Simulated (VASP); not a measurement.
Wanted: the native input for a VASP 6.6.1 run.

```
Task                   : single point
Functional             : r2SCAN
Potentials or basis    : VASP PAW PBE potentials, release 64 (Zn, S)
Cutoff                 : 520 eV
k mesh                 : 8 × 8 × 8
Occupations            : gaussian, width 0.05 eV
Spin                   : no spin polarisation
Dipole correction      : no
Further INCAR settings : ALGO = Normal; EDIFF = 1e-06; NBANDS = 16
```

The system is ZnS.

```
Zn S
1.0
     0.00000    2.70465    2.70465
     2.70465    0.00000    2.70465
     2.70465    2.70465    0.00000
Zn S
1 1
Direct
  0.95998 0.95998 0.95998
  0.75000 0.75000 0.75000
```

This cell differs from its parent crystal: all Zn atoms moved +0.375 Å, as atom 1 towards its neighbour atom 2 (S) at 2.342 Å.

One way to write it, as run:

POSCAR

```
ZnS
1.0
    0.0000000000      2.7046500000      2.7046500000
    2.7046500000      0.0000000000      2.7046500000
    2.7046500000      2.7046500000      0.0000000000
Zn S
1 1
Direct
   -0.0400248370     -0.0400248370     -0.0400248370
    0.7500000000      0.7500000000      0.7500000000
```

INCAR.step1

```
SYSTEM = ZnS
PREC = Accurate
ENCUT = 520
ISMEAR = 0
SIGMA = 0.05
LREAL = .FALSE.
LASPH = .TRUE.
NELM = 60
NBANDS = 16
GGA = PE
ALGO = Normal
EDIFF = 1E-4
LWAVE = .TRUE.
LCHARG = .FALSE.
```

INCAR.step2

```
SYSTEM = ZnS
PREC = Accurate
ENCUT = 520
EDIFF = 1E-6
ISMEAR = 0
SIGMA = 0.05
LREAL = .FALSE.
LASPH = .TRUE.
NELM = 60
ALGO = Normal
ISIF = 2
LWAVE = .FALSE.
LCHARG = .FALSE.
METAGGA = R2SCAN
LMIXTAU = .TRUE.
NBANDS = 16
ISTART = 1
```

KPOINTS

```
Automatic mesh
0
G
  8 8 8
  0 0 0
```

Potentials or basis: VASP PAW PBE potentials, release 64 (Zn, S).

Command:

```bash
$ cat potpaw_PBE.64/Zn/POTCAR potpaw_PBE.64/S/POTCAR > POTCAR
$ cp INCAR.step1 INCAR
$ mpirun -np 1 vasp_std > vasp.out
$ cp INCAR.step2 INCAR
$ mpirun -np 1 vasp_std > vasp.out
```

It gave:

The pressure is 7.3 GPa, the largest force is 5.206 eV/Å and the band gap on the k mesh is 2.53 eV, direct.

Caveat: the cell differs from its parent crystal (all Zn atoms moved +0.375 Å, as atom 1 towards its neighbour atom 2 (S) at 2.342 Å); the PAW data sets were made with another functional, which shifts forces and pressure a little.

Run time: 2.3 min on 1 thread of Intel(R) Xeon(R) Platinum 8259CL CPU @ 2.50GHz (Skylake/Cascade Lake), on a shared host, peak memory 0.18 GiB.
